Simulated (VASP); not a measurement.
Input of a VASP 6.6.1 run:

Contents of INCAR:

```
SYSTEM = Ir
PREC     = Accurate       ! precision mode
ENCUT    = 520            ! plane-wave cutoff, eV
EDIFF    = 1E-6           ! SCF threshold, eV
ISMEAR   = 0              ! smearing method
SIGMA    = 0.1            ! smearing width, eV
LREAL    = .FALSE.        ! projectors in reciprocal space
LASPH    = .TRUE.         ! aspherical terms in the spheres
NELM     = 80             ! most SCF steps
ALGO     = Fast           ! electronic algorithm
ISIF     = 2              ! what is computed and relaxed
LWAVE    = .FALSE.        ! write WAVECAR
LCHARG   = .TRUE.         ! write CHGCAR
GGA      = PE             ! functional
LELF     = .TRUE.         ! ELF
LVHAR    = .TRUE.       
NBANDS   = 20             ! bands
```

File KPOINTS:

```
Automatic mesh
0
G
  30 30 14
  0 0 0
```

File POSCAR:

```
Ir
1.0
    2.7363708924      0.0000000000      0.0000000000
   -1.3681854462      2.3697667070      0.0000000000
    0.0000000000      0.0000000000      6.7063174468
Ir
3
Direct
    0.0000000000      0.0000000000      0.0000000000
    0.3333333333      0.6666666667      0.3333333333
    0.6666666667      0.3333333333      0.6666666667
```

Potentials or basis: VASP PAW PBE potentials, release 64 (Ir).

The run is started by

```console
$ cat potpaw_PBE.64/Ir/POTCAR > POTCAR
$ mpirun -np 1 vasp_std > vasp.out
```

**Question.** Predict the pressure.

**Answer.** 0.5 GPa.

**Question.** Predict the band gap on the k mesh.

**Answer.** Zero (an odd number of electrons rules out a gap without spin polarisation).

Stress tensor (GPa, compression positive):
```
0.54 0.00 0.00
0.00 0.54 0.00
0.00 0.00 0.28
```

Caveat: spin-orbit coupling is left out, which moves the levels of the heavy elements.
